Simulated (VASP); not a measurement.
Input of a VASP 6.6.1 run:

File INCAR:

```
ALGO = Normal
EDIFF = 1E-6
ENCUT = 520
GGA = PE
ISIF = 2
ISMEAR = 0
LASPH = True
LCHARG = True
LELF = True
LREAL = False
LVHAR = True
LWAVE = False
NBANDS = 16
NELM = 60
PREC = Accurate
SIGMA = 0.05
```

KPOINTS

```
k-points
0
Gamma
  6 6 4
```

Contents of POSCAR:

```
MgS
1.0
    4.0346224068      0.0000000000      0.0000000000
   -2.0173112034      3.4940854990      0.0000000000
    0.0000000000      0.0000000000      6.4322941800
Mg S
2 2
Direct
    0.6666666667      0.3333333333      0.4957548500
    0.3333333333      0.6666666667      0.9957548500
    0.2539959983      0.7310611985      0.3792441500
    0.6666666667      0.3333333333      0.8792441500
```

Potentials or basis: VASP PAW PBE potentials, release 64 (Mg, S).

Launch:

```sh
$ cat potpaw_PBE.64/Mg/POTCAR potpaw_PBE.64/S/POTCAR > POTCAR
$ mpirun -np 1 vasp_std > vasp.out
```

Problem. Estimate the largest force.

Solution. 1.868 eV/Å.

Problem. What does it give for the band gap on the k mesh?

Solution. 3.08 eV.

Problem. What does it give for the pressure?

Solution. 3.0 GPa.

Forces on the atoms (eV/Å):
```
Mg  -1.351  0.229  0.801
Mg  -0.135  0.066  0.205
S    1.566 -0.324 -0.966
S   -0.079  0.029 -0.040
```

Caveat: the cell differs from its parent crystal (atom 3 (S) moved by (-0.450, +0.225) A along x and y); the cell stands under pressure; forces of over 1 eV/Å act on the atoms, so gaps and moduli don't describe the material at rest.
